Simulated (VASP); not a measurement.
Nb3Sb:

```
Nb Sb
1.0
     5.28076    0.00000    0.00000
     0.00000    5.28076    0.00000
     0.00000    0.00000    5.28076
Nb Sb
6 2
Direct
  0.25000 0.00000 0.50000
  0.50000 0.75000 0.00000
  0.75000 0.00000 0.50000
  0.50000 0.25000 0.00000
  0.00000 0.50000 0.75000
  0.00000 0.50000 0.25000
  0.00000 0.00000 0.00000
  0.50000 0.50000 0.50000
```

* Program: VASP 6.6.1
* Task: relaxation of cell and atoms
* Functional: LDA
* Potentials or basis: VASP PAW LDA potentials, release 64 (Nb_sv, Sb)
* Cutoff: 500 eV
* k mesh: 5 × 5 × 5
* Occupations: gaussian, width 0.028 eV
* Spin: no spin polarisation

At the start: pressure -7.8 GPa; volume 18.41 Å³/atom.

Task: How do energy, volume and symmetry change on relaxing?

Result: Over 4 steps the energy falls by 19.5 meV/atom and the volume is 17.64 Å³/atom (-4.2 %); space group Pm-3n (No. 223, to 0.1 Å) before and after.

The path:
| step | energy change (eV) | largest force (eV/Å) | pressure (GPa) | volume (Å³) |
| --- | --- | --- | --- | --- |
| 1 | 0.0000 | 0.0000 | -7.76 | 147.26 |
| 2 | 0.5835 | 0.0000 | 21.34 | 129.06 |
| 3 | -0.1556 | 0.0000 | -0.25 | 141.25 |
| 4 | -0.1557 | 0.0000 | -0.04 | 141.09 |

Final structure:
```
Nb Sb
1.0
     5.20594    0.00000    0.00000
     0.00000    5.20594    0.00000
     0.00000    0.00000    5.20594
Nb Sb
6 2
Direct
  0.25000 0.00000 0.50000
  0.50000 0.75000 0.00000
  0.75000 0.00000 0.50000
  0.50000 0.25000 0.00000
  0.00000 0.50000 0.75000
  0.00000 0.50000 0.25000
  0.00000 0.00000 0.00000
  0.50000 0.50000 0.50000
```
